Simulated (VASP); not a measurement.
Write the native input for VASP 6.6.1 that does the following.

- Task: single point
- Functional: PBE
- Potentials or basis: VASP PAW PBE potentials, release 64 (Mo_sv, S)
- Cutoff: 520 eV
- k mesh: 12 × 12 × 12
- Occupations: gaussian, width 0.1 eV
- Spin: no spin polarisation
- Hubbard terms: Mo d U = 4.38 eV
- Dipole correction: no
- Further INCAR settings: ALGO = Normal; EDIFF = 1e-07; NBANDS = 17

The structure of MoS lies in POSCAR:

```
MoS
1.0
    0.0000000000      3.0147456920      3.0147456920
    3.0147456920      0.0000000000      3.0147456920
    3.0147456920      3.0147456920      0.0000000000
Mo S
1 1
Direct
    0.0000000000      0.0000000000      0.0000000000
    0.2500000000      0.2500000000      0.2500000000
```

One way to write it, as run:

INCAR

```
SYSTEM = MoS
ALGO = Normal
EDIFF = 1E-7
ENCUT = 520
GGA = PE
ISIF = 2
ISMEAR = 0
LASPH = .TRUE.
LCHARG = .TRUE.
LDAU = .TRUE.
LDAUJ = 0 0
LDAUL = 2 -1
LDAUPRINT = 1
LDAUTYPE = 2
LDAUU = 4.38 0
LELF = .TRUE.
LMAXMIX = 4
LREAL = .FALSE.
LVHAR = .TRUE.
LWAVE = .FALSE.
NBANDS = 17
NELM = 150
PREC = Accurate
SIGMA = 0.1
```

KPOINTS

```
k-points
0
G
  12 12 12
  0 0 0
```

Potentials or basis: VASP PAW PBE potentials, release 64 (Mo_sv, S).

The run is started by

```sh
$ cat potpaw_PBE.64/Mo_sv/POTCAR potpaw_PBE.64/S/POTCAR > POTCAR
$ mpirun -np 1 vasp_std > vasp.out
```

Results of the run:

| Property | Result |
| --- | --- |
| Pressure | -8.7 GPa |
| Band gap on the k mesh | 0.52 eV, direct |

It took 27 s on 1 thread of Intel(R) Xeon(R) 6975P-C (Granite Rapids) (shared host), peak memory 0.21 GiB.
